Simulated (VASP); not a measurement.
A run of VASP 6.6.1:

INCAR

```
SYSTEM = HfN
ALGO = Normal
EDIFF = 1E-6
ENCUT = 520
GGA = PS
ISIF = 2
ISMEAR = -1
LASPH = .TRUE.
LCHARG = .FALSE.
LREAL = .FALSE.
LWAVE = .FALSE.
NBANDS = 14
NELM = 60
PREC = Accurate
SIGMA = 0.01
```

The input KPOINTS:

```
k-points
0
G
  10 10 10
  0 0 0
```

File POSCAR:

```
HfN
1.0
    0.0000000000      2.2128850196      2.2128850196
    2.2128850196      0.0000000000      2.2128850196
    2.2128850196      2.2128850196      0.0000000000
Hf N
1 1
Direct
    0.0000000000      0.0000000000      0.0000000000
    0.5000000000      0.5000000000      0.5000000000
```

Potentials or basis: VASP PAW PBE potentials, release 64 (Hf_pv, N).

Command:

```sh
$ cat potpaw_PBE.64/Hf_pv/POTCAR potpaw_PBE.64/N/POTCAR > POTCAR
$ mpirun -np 1 vasp_std > vasp.out
```

Hardware: 1 thread of Intel(R) Xeon(R) Platinum 8488C (Sapphire Rapids), with other jobs on the host.

Task: How long does it take, and how much memory?

Result: Wall time 6.5 s on 1 thread of Intel(R) Xeon(R) Platinum 8488C (Sapphire Rapids), on a shared host, peak memory 0.14 GiB. Counts: scf iterations 12, k points 47.
